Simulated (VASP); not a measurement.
# BaTiO3 (R3m) in VASP: a series of runs

Runs on BaTiO3. Level: LDA. Tasks: single point.

Program: VASP 6.6.1. These are calculated values, not measurements. Logs are shortened: lines on timing, memory, paths and dates and some standing lists are left out, and cuts for length are marked.

## 1. The cell of the first run

It takes space group R3m (No. 160, trigonal). The conventional cell has a = 5.579 Å, b = 5.579 Å, c = 6.859 Å, α = 90.00°, β = 90.00°, γ = 120.00°. Within 3.6 Å of Ba (site symmetry 3m) lie 12 O at 2.75 to 2.84 Å and 8 Ti at 3.33 to 3.53 Å. Ti (site symmetry 3m) has 6 O at 1.85 to 2.11 Å within 2.5 Å. Within 2.5 Å of O (site symmetry m) lie 2 Ti at 1.85 to 2.11 Å.

## 2. Single point, LDA (12.33 Å³/atom)

INCAR

```
SYSTEM = BaTiO3
ALGO = Normal
EDIFF = 1E-6
ENCUT = 520
ISIF = 2
ISMEAR = -1
LASPH = .True.
LCHARG = .True.
LELF = .True.
LREAL = .False.
LVHAR = .True.
LWAVE = .False.
NBANDS = 28
NELM = 80
PREC = Accurate
SIGMA = 0.05
```

KPOINTS

```
k-points
0
Gamma
  9 9 9
  0 0 0
```

POSCAR

```
BaTiO3
1.0
    2.7894517409      1.6104907135      2.2864070707
   -2.7894517409      1.6104907135      2.2864070707
    0.0000000000     -3.2209814270      2.2864070707
Ba Ti O
1 1 3
Direct
    0.0000000000      0.0000000000      0.0000000000
    0.5140000000      0.5140000000      0.5140000000
    0.4916000000      0.4916000000      0.9815000000
    0.4916000000      0.9815000000      0.4916000000
    0.9815000000      0.4916000000      0.4916000000
```

Potentials or basis: VASP PAW LDA potentials, release 64 (Ba_sv, Ti_sv, O).

Launch:

```
> cat potpaw_LDA.64/Ba_sv/POTCAR potpaw_LDA.64/Ti_sv/POTCAR potpaw_LDA.64/O/POTCAR > POTCAR
> mpirun -np 1 vasp_std > vasp.out
```

OUTCAR:

```text
SYSTEM = BaTiO3
   EDIFF = 1E-6
   ENCUT = 520
   ISIF = 2
   ISMEAR = -1
   LASPH = .True.
   LREAL = .False.
   NELM = 80
   PREC = Accurate

 ion  position               nearest neighbor table
   1  0.000  0.000  0.000-   3 2.75   4 2.75   5 2.75   5 2.79   4 2.79   4 2.79   5 2.79   3 2.79
                             3 2.79   3 2.84   4 2.84   5 2.84   2 3.33   2 3.39   2 3.39   2 3.39
   2  0.514  0.514  0.514-   3 1.85   4 1.85   5 1.85   3 2.11   4 2.11   5 2.11   1 3.33   1 3.39
                             1 3.39   1 3.39   1 3.45   1 3.45   1 3.45   1 3.53
   3  0.492  0.492  0.981-   2 1.85   2 2.11   1 2.75   1 2.79   1 2.79   1 2.84
   4  0.492  0.981  0.492-   2 1.85   2 2.11   1 2.75   1 2.79   1 2.79   1 2.84
   5  0.981  0.492  0.492-   2 1.85   2 2.11   1 2.75   1 2.79   1 2.79   1 2.84

  LATTYP: Found a trigonal (rhomboedric) cell.
 ALAT       =     3.9499846387
 COS(alpha) =     0.0025827226

  Lattice vectors:

 A1 = (   2.7894517409,   1.6104907135,   2.2864070707)
 A2 = (  -2.7894517409,   1.6104907135,   2.2864070707)
 A3 = (   0.0000000000,  -3.2209814270,   2.2864070707)

Analysis of symmetry for initial positions (statically):
=====================================================================
 Subroutine PRICEL returns:
 Original cell was already a primitive cell.

 Routine SETGRP: Setting up the symmetry group for a
 trigonal (rhombohedral) supercell.

 Subroutine GETGRP returns: Found  6 space group operations
 (whereof  6 operations were pure point group operations)
 out of a pool of 12 trial point group operations.

The static configuration has the point symmetry C_3v.

Analysis of symmetry for dynamics (positions and initial velocities):
=====================================================================
 Subroutine PRICEL returns:
 Original cell was already a primitive cell.

 Routine SETGRP: Setting up the symmetry group for a
 trigonal (rhombohedral) supercell.

 Subroutine GETGRP returns: Found  6 space group operations
 (whereof  6 operations were pure point group operations)
 out of a pool of 12 trial point group operations.

The dynamic configuration has the point symmetry C_3v.

 Subroutine INISYM returns: Found  6 space group operations
 (whereof  6 operations are pure point group operations),
 and found     1 'primitive' translations

----------------------------------------------------------------------------------------

                                     Primitive cell

  volume of cell :      61.6285

  direct lattice vectors                    reciprocal lattice vectors
     2.789451741  1.610490713  2.286407071     0.179246693  0.103488126  0.145789146
    -2.789451741  1.610490713  2.286407071    -0.179246693  0.103488126  0.145789146
     0.000000000 -3.220981427  2.286407071     0.000000000 -0.206976253  0.145789146

  length of vectors
     3.949984639  3.949984639  3.949984639     0.253167226  0.253167226  0.253167226

  position of ions in fractional coordinates (direct lattice)
     0.000000000  0.000000000  0.000000000
     0.514000000  0.514000000  0.514000000
     0.491600000  0.491600000  0.981500000
     0.491600000  0.981500000  0.491600000
     0.981500000  0.491600000  0.491600000

  ion indices of the primitive-cell ions
   primitive index   ion index
                 1           1
                 2           2
                 3           3
                 4           4
                 5           5

----------------------------------------------------------------------------------------

 KPOINTS: k-points

Automatic generation of k-mesh.
 Grid dimensions read from file:
 generate k-points for:    9    9    9

 Generating k-lattice:

  Cartesian coordinates                     Fractional coordinates (reciprocal lattice)
     0.019916299  0.011498681  0.016198794     0.111111111  0.000000000  0.000000000
    -0.019916299  0.011498681  0.016198794     0.000000000  0.111111111  0.000000000
     0.000000000 -0.022997361  0.016198794     0.000000000  0.000000000  0.111111111

  Length of vectors
     0.028129692  0.028129692  0.028129692

  Shift w.r.t. Gamma in fractional coordinates (k-lattice)
     0.000000000  0.000000000  0.000000000

 Subroutine IBZKPT returns following result:
 ===========================================

 Found     85 irreducible k-points:

 Following reciprocal coordinates:
            Coordinates               Weight
  0.000000  0.000000  0.000000      1.000000
  0.111111  0.000000  0.000000      6.000000
  0.222222 -0.000000 -0.000000      6.000000
  0.333333 -0.000000 -0.000000      6.000000
  0.444444 -0.000000 -0.000000      6.000000
  0.111111  0.111111  0.000000      6.000000
[... 16 lines left out ...]
 -0.333333  0.333333  0.000000      6.000000
  0.444444  0.444444 -0.000000      6.000000
 [... further k-points ...]
   k-points           NKPTS =     85   k-points in BZ     NKDIM =     85   number of bands    NBANDS=     28
   number of dos      NEDOS =    301   number of ions     NIONS =      5
   total plane-waves  NPLWV =  27000
   dimension x,y,z NGX =    30 NGY =   30 NGZ =   30
   dimension x,y,z NGXF=    60 NGYF=   60 NGZF=   60
   ions per type =               1   1   3
   NGX,Y,Z   is equivalent  to a cutoff of  12.63, 12.63, 12.63 a.u.
   NGXF,Y,Z  is equivalent  to a cutoff of  25.25, 25.25, 25.25 a.u.
 SYSTEM =  BaTiO3
   PREC   = accura    normal or accurate (medium, high low for compatibility)
   ISTART =      0    job   : 0-new  1-cont  2-samecut
   ICHARG =      2    charge: 1-file 2-atom 10-const
   ISPIN  =      1    spin polarized calculation?
   LNONCOLLINEAR =      F non collinear calculations
   LSORBIT =      F    spin-orbit coupling
   LASPH  =      T    aspherical Exc in radial PAW
   ENCUT  =  520.0 eV  38.22 Ry    6.18 a.u.   7.34  7.34  7.34*2*pi/ulx,y,z
   NELM   =     80;   NELMIN=  2; NELMDL= -5     # of ELM steps
   EDIFF  = 0.1E-05   stopping-criterion for ELM
   LREAL  =      F    real-space projection
   EDIFFG = 0.1E-04   stopping-criterion for IOM
   NSW    =      0    number of steps for IOM
   IBRION =     -1    ionic relax: 0-MD 1-quasi-New 2-CG
   NFREE  =      0    steps in history (QN), initial steepest desc. (CG)
   ISIF   =      2    stress and relaxation
   ISYM   =      2    0-nonsym 1-usesym 2-fastsym
   POTIM  = 0.5000    time-step for ionic-motion
   TEBEG  =    0.0;   TEEND  =   0.0 temperature during run
   PSTRESS=    0.0 pullay stress
   NELECT =      40.0000    total number of electrons
   NUPDOWN=      -1.0000    fix difference up-down
   EMIN   =  10.00;   EMAX   =-10.00  energy-range for DOS
   EFERMI =   0.00;   METHOD = LEGACY
   ISMEAR =    -1;   SIGMA  =   0.05  broadening in eV -4-tet -1-fermi 0-gaus
   EFERMI_NEDOS =   21; number of points for ismear=-14 and -15
   IALGO  =     38    algorithm
   IMIX   =      4    mixing-type and parameters
     AMIX     =   0.40;   BMIX     =  1.00
     AMIX_MAG =   1.60;   BMIX_MAG =  1.00
  volume/ion in A,a.u.               =      12.33        83.18
  Fermi-wavevector in a.u.,A,eV,Ry     =   1.417428  2.678550 27.335476  2.009101
  Thomas-Fermi vector in A             =   2.538659
   LORBIT       =      0    0 simple, 1 ext, 2 COOP (PROOUT), +10 PAW based schemes
   GGA     = CA    functional components
   LHFCALC =     F    Hartree Fock is set to
   AEXX    =    0.0000 exact exchange contribution
   IVDW    =     0    specifies the selected vdW correction
   LEPSILON=     F    determine dielectric tensor
   LRPA    =     F    only Hartree local field effects (RPA)
 non-spin polarized calculation
  energy-cutoff  :      520.00
  volume of cell :       61.63
 maximum number of plane-waves:      1679
 NGX is ok and might be reduce to    30
   NGX = 15   NGY = 15   NGZ = 15

 number of electron      39.9999999 magnetization

 Free energy of the ion-electron system (eV)
  ---------------------------------------------------
  ext. energy  EPLUGINS =         0.00000000
  ---------------------------------------------------
  free energy    TOTEN  =       -44.14049813 eV

  energy without entropy =      -44.14049813  energy(sigma->0) =      -44.14049813

 E-fermi :   4.8911     XC(G=0): -11.9258

 val. band max:        3.7443898764   @ k =   0.4444   0.4444   0.4444
 cond. band min:       6.1451676676   @ k =   0.0000   0.0000   0.0000
 fundamental gap:      2.4007777912
 Fermi energy:         4.8911053798

 k-point     1 :       0.0000    0.0000    0.0000
  band No.  band energies     occupation
      1     -51.6019      2.00000
      2     -28.2933      2.00000
      3     -28.2933      2.00000
      4     -28.2780      2.00000
      5     -20.7843      2.00000
      6     -12.8167      2.00000
[... 20 lines left out ...]
     27       8.7489      0.00000
     28      11.4261      0.00000

 k-point     2 :       0.1111    0.0000    0.0000
  band No.  band energies     occupation
      1     -51.6017      2.00000
      2     -28.2994      2.00000
      3     -28.2930      2.00000
      4     -28.2796      2.00000
      5     -20.7670      2.00000
      6     -12.8304      2.00000
[... 20 lines left out ...]
     27       9.0189      0.00000
     28      11.7315      0.00000

 k-point     3 :       0.2222   -0.0000   -0.0000
  band No.  band energies     occupation
      1     -51.6013      2.00000
      2     -28.3179      2.00000
      3     -28.2921      2.00000
      4     -28.2804      2.00000
      5     -20.7224      2.00000
      6     -12.9089      2.00000
[... 20 lines left out ...]
     27       9.7295      0.00000
     28      12.4405      0.00000

 k-point     4 :       0.3333   -0.0000   -0.0000
  band No.  band energies     occupation
      1     -51.6008      2.00000
      2     -28.3401      2.00000
      3     -28.2912      2.00000
      4     -28.2800      2.00000
      5     -20.6707      2.00000
      6     -13.0432      2.00000
[... 20 lines left out ...]
     27      10.6609      0.00000
     28      12.2505      0.00000

 k-point     5 :       0.4444   -0.0000   -0.0000
  band No.  band energies     occupation
      1     -51.6005      2.00000
      2     -28.3547      2.00000
      3     -28.2906      2.00000
      4     -28.2796      2.00000
      5     -20.6362      2.00000
      6     -13.1423      2.00000
[... 20 lines left out ...]
     27      11.4023      0.00000
     28      12.1596      0.00000

 k-point     6 :       0.1111    0.1111    0.0000
  band No.  band energies     occupation
      1     -51.6016      2.00000
      2     -28.3006      2.00000
      3     -28.2967      2.00000
      4     -28.2818      2.00000
      5     -20.7505      2.00000
      6     -12.8312      2.00000
[... 463 lines left out ...]
      5     -20.5659      2.00000
      6     -12.6914      2.00000
[... 20 lines left out ...]
     27      12.2635      0.00000
     28      13.4731      0.00000

 k-point    22 :      -0.4444    0.3333   -0.0000
  band No.  band energies     occupation
      1     -51.5995      2.00000
      2     -28.3520      2.00000
      3     -28.3338      2.00000
      4     -28.2824      2.00000
      5     -20.5657      2.00000
      6     -12.6926      2.00000
[... 20 lines left out ...]
     27      12.2854      0.00000
     28      13.4406      0.00000

 k-point    23 :      -0.3333    0.3333    0.0000
  band No.  band energies     occupation
      1     -51.5998      2.00000
      2     -28.3415      2.00000
      3     -28.3310      2.00000
      4     -28.2828      2.00000
      5     -20.5897      2.00000
      6     -12.7432      2.00000
[... 20 lines left out ...]
     27      12.4201      0.00000
     28      12.6826      0.00000

 k-point    24 :       0.4444    0.4444   -0.0000
  band No.  band energies     occupation
      1     -51.5992      2.00000
      2     -28.3540      2.00000
      3     -28.3447      2.00000
      4     -28.2819      2.00000
      5     -20.5447      2.00000
      6     -12.5327      2.00000
[... 20 lines left out ...]
     27      12.0968      0.00000
     28      13.8549      0.00000

 [... further k-points ...]

------------------------ aborting loop because EDIFF is reached ----------------------------------------

  FORCE on cell =-STRESS in cart. coord.  units (eV):
  Direction    XX          YY          ZZ          XY          YZ          ZX
  --------------------------------------------------------------------------------------
  -------------------------------------------------------------------------------------
  Total        1.5125529      1.5125529      1.2363909     -0.0000000      0.0000000      0.0000000
  in kB       39.3223315     39.3223315     32.1428599     -0.0000000      0.0000000      0.0000000
  external PRESSURE =      36.9291743 kB  Pullay stress =       0.0000000 kB

 VOLUME and BASIS-vectors are now :
 -----------------------------------------------------------------------------
  energy-cutoff  :      520.00
  volume of cell :       61.63
      direct lattice vectors                 reciprocal lattice vectors
     2.789451741  1.610490713  2.286407071     0.179246693  0.103488126  0.145789146
    -2.789451741  1.610490713  2.286407071    -0.179246693  0.103488126  0.145789146
     0.000000000 -3.220981427  2.286407071     0.000000000 -0.206976253  0.145789146

 POSITION                                       TOTAL-FORCE (eV/Angst)
 -----------------------------------------------------------------------------------
      0.00000      0.00000      0.00000         0.000000      0.000000      0.085898
      0.00000      0.00000      3.52564         0.000000      0.000000     -0.471980
      0.00000     -1.57796      4.49210         0.000000     -0.387112      0.128694
     -1.36655      0.78898      4.49210        -0.335249      0.193556      0.128694
      1.36655      0.78898      4.49210         0.335249      0.193556      0.128694
 -----------------------------------------------------------------------------------
    total drift:                               -0.000000      0.000002     -0.000672

  FREE ENERGIE OF THE ION-ELECTRON SYSTEM (eV)
  ---------------------------------------------------
  free  energy   TOTEN  =       -44.1404981325 eV

  energy  without entropy=      -44.1404981325  energy(sigma->0) =      -44.14049813
```

It took 3.1 min on 1 thread of Intel Xeon 8259CL, shared host; peak memory 0.26 GiB.

Results:

| Item | Value |
| --- | --- |
| Free energy | -44.1405 eV |
| Pressure | 3.7 GPa |
| Largest force | 0.472 eV/Å |
| Band gap on the k mesh | 2.40 eV (least direct gap 2.71 eV) |

Forces on the atoms (eV/Å):
```
Ba   0.000  0.000  0.086
Ti   0.000  0.000 -0.472
O    0.000 -0.387  0.129
O   -0.335  0.194  0.129
O    0.335  0.194  0.129
```

Caveat: the cell stands under pressure; spin-orbit coupling is left out, which moves the levels of the heavy elements; an odd mesh through Γ misses points on the zone boundary, where band edges can lie.

## 3. Single point, LDA (12.71 Å³/atom)

This run uses another cell than the first one, of 12.71 Å³/atom.

INCAR

```
PREC = Accurate
ENCUT = 520
EDIFF = 1E-7
ISMEAR = -1
SIGMA = 0.05
LREAL = False
LASPH = True
NELM = 60
ALGO = Normal
ISIF = 2
LWAVE = False
LCHARG = False
GGA = CA
NBANDS = 28
```

KPOINTS

```
regular mesh
0
Gamma
  9 9 9
```

POSCAR: that of step 2 with these lines changed.

```diff
@@ -2,5 +2,5 @@
 1.0
-    2.7894517409      1.6104907135      2.2864070707
-   -2.7894517409      1.6104907135      2.2864070707
-    0.0000000000     -3.2209814270      2.2864070707
+    2.8182110027      1.6270948810      2.3099799394
+   -2.8182110027      1.6270948810      2.3099799394
+    0.0000000000     -3.2541897621      2.3099799394
 Ba Ti O
```

Potentials or basis: VASP PAW LDA potentials, release 64 (Ba_sv, Ti_sv, O).

Launch:

```
> cat potpaw_LDA.64/Ba_sv/POTCAR potpaw_LDA.64/Ti_sv/POTCAR potpaw_LDA.64/O/POTCAR > POTCAR
> mpirun -np 1 vasp_std > vasp.out
```

OUTCAR:

```text
PREC = Accurate
   ENCUT = 520
   EDIFF = 1E-7
   ISMEAR = -1
   LREAL = False
   LASPH = True
   NELM = 60
   ISIF = 2
   GGA = CA

 ion  position               nearest neighbor table
   1  0.000  0.000  0.000-   3 2.78   4 2.78   5 2.78   5 2.82   4 2.82   4 2.82   5 2.82   3 2.82
                             3 2.82   3 2.87   4 2.87   5 2.87   2 3.37   2 3.42   2 3.42   2 3.42
   2  0.514  0.514  0.514-   4 1.87   5 1.87   3 1.87   4 2.13   5 2.13   3 2.13   1 3.37   1 3.42
                             1 3.42   1 3.42   1 3.49   1 3.49   1 3.49   1 3.56
   3  0.492  0.492  0.981-   2 1.87   2 2.13   1 2.78   1 2.82   1 2.82   1 2.87
   4  0.492  0.981  0.492-   2 1.87   2 2.13   1 2.78   1 2.82   1 2.82   1 2.87
[... 951 lines left out ...]
  Total       -0.8102588     -0.8102588     -0.9493924      0.0000000      0.0000000      0.0000000
  in kB      -20.4262438    -20.4262438    -23.9337365      0.0000000      0.0000000      0.0000000
  external PRESSURE =     -21.5954080 kB  Pullay stress =       0.0000000 kB

 VOLUME and BASIS-vectors are now :
 -----------------------------------------------------------------------------
  energy-cutoff  :      520.00
  volume of cell :       63.55
      direct lattice vectors                 reciprocal lattice vectors
     2.818211003  1.627094881  2.309979939     0.177417518  0.102432052  0.144301397
    -2.818211003  1.627094881  2.309979939    -0.177417518  0.102432052  0.144301397
     0.000000000 -3.254189762  2.309979939     0.000000000 -0.204864103  0.144301397

 POSITION                                       TOTAL-FORCE (eV/Angst)
 -----------------------------------------------------------------------------------
      0.00000      0.00000      0.00000        -0.000000     -0.000000      0.097141
      0.00000     -0.00000      3.56199        -0.000000      0.000000     -0.130301
      0.00000     -1.59423      4.53842        -0.000000     -0.169501      0.011053
     -1.38064      0.79711      4.53842        -0.146793      0.084751      0.011053
      1.38064      0.79711      4.53842         0.146793      0.084751      0.011053
 -----------------------------------------------------------------------------------
    total drift:                               -0.000000      0.000002     -0.001198

  FREE ENERGIE OF THE ION-ELECTRON SYSTEM (eV)
  ---------------------------------------------------
  free  energy   TOTEN  =       -44.1509153601 eV

  energy  without entropy=      -44.1509153601  energy(sigma->0) =      -44.15091536
```

OSZICAR:

```text
N       E                     dE             d eps       ncg     rms          rms(c)
DAV:   1     0.426436712385E+03    0.42644E+03   -0.20982E+04  4760   0.155E+03
DAV:   2    -0.100704096715E+02   -0.43651E+03   -0.41693E+03  5472   0.427E+02
DAV:   3    -0.524012776037E+02   -0.42331E+02   -0.41908E+02  6600   0.131E+02
DAV:   4    -0.543765325386E+02   -0.19753E+01   -0.19712E+01  7148   0.242E+01
DAV:   5    -0.544281154458E+02   -0.51583E-01   -0.51574E-01  6388   0.319E+00    0.237E+01
DAV:   6    -0.445102009641E+02    0.99179E+01   -0.55470E+01  7224   0.681E+01    0.104E+01
DAV:   7    -0.443691314797E+02    0.14107E+00   -0.10895E+01  6500   0.247E+01    0.731E+00
DAV:   8    -0.441583725406E+02    0.21076E+00   -0.72891E-01  5744   0.813E+00    0.326E+00
DAV:   9    -0.441749436873E+02   -0.16571E-01   -0.27375E-01  6912   0.397E+00    0.142E+00
DAV:  10    -0.441532849843E+02    0.21659E-01   -0.13899E-01  5356   0.407E+00    0.468E-01
DAV:  11    -0.441509697728E+02    0.23152E-02   -0.13084E-02  6648   0.840E-01    0.988E-02
DAV:  12    -0.441511463031E+02   -0.17653E-03   -0.16727E-03  6900   0.357E-01    0.141E-01
DAV:  13    -0.441509181899E+02    0.22811E-03   -0.91532E-04  6116   0.314E-01    0.176E-02
DAV:  14    -0.441509152405E+02    0.29495E-05   -0.38963E-05  5744   0.535E-02    0.633E-03
DAV:  15    -0.441509153870E+02   -0.14650E-06   -0.26295E-06  6120   0.113E-02    0.176E-03
DAV:  16    -0.441509153601E+02    0.26870E-07   -0.11318E-07  3964   0.258E-03
   1 F= -.44150915E+02 E0= -.44150915E+02  d E =-.134187E-10
```

Run time: 3.4 min. Hardware: 1 thread of Intel Xeon 8259CL, shared host; peak memory 0.26 GiB.

What came out:

```yaml
Free_energy: -44.1509 eV
Pressure: -2.2 GPa
Largest_force: 0.170 eV/Å
Band_gap_on_the_k_mesh: 2.33 eV (least direct gap 2.66 eV)
```

Forces on the atoms (eV/Å):
```
Ba   0.000  0.000  0.097
Ti   0.000  0.000 -0.130
O    0.000 -0.170  0.011
O   -0.147  0.085  0.011
O    0.147  0.085  0.011
```

Caveat: spin-orbit coupling is left out, which moves the levels of the heavy elements; an odd mesh through Γ misses points on the zone boundary, where band edges can lie.
